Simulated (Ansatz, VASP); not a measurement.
## One calculation of TaVN2, two programs

```
Ta V N
1.0
     3.04987    0.00000    0.00000
     0.00000    3.04987    0.00000
     0.00000    0.00000    4.29606
Ta V N
1 1 2
Cartesian
  0.0000 0.0000 0.0000
  1.5249 1.5249 2.1480
  1.5249 1.5249 0.0000
  0.0000 0.0000 2.1480
```

Alike in both runs: task single point; functional PBE; k mesh 9 × 9 × 6; occupations fermi-dirac, width 0.05 eV; collinear spin.

```csv
,VASP,Ansatz
version,VASP 6.6.1,Ansatz 0.2.0
potentials or method,"VASP PAW PBE potentials, release 64 (Ta_pv, V_sv, N)",Ansatz PAW
plane-wave cutoff (eV),520,420
valence electrons in the cell,34,36
```

VASP gave:

* gap on the k mesh at the Fermi level (eV): none
* pressure (GPa): -0.1
* traceless stress, the component that is largest in VASP (GPa): -0.13
* net moment per atom (μB): 0.29
* size of the moment on the site where the two differ most (μB): 1.09

Q: Which values does Ansatz return?

A: gap on the k mesh at the Fermi level (eV): none; pressure (GPa): -0.8; traceless stress, the component that is largest in VASP (GPa): -0.19; net moment per atom (μB): 0.29; size of the moment on the site where the two differ most (μB): 0.94.

Site moments also hang on the region over which each program counts them. A gap of «none» marks a metal or a gap that the smearing closes. VASP's potentials hold 34 valence electrons a cell and Ansatz's 36, so a difference there can come from the potentials and not from the codes.

Spin-orbit coupling is off throughout.
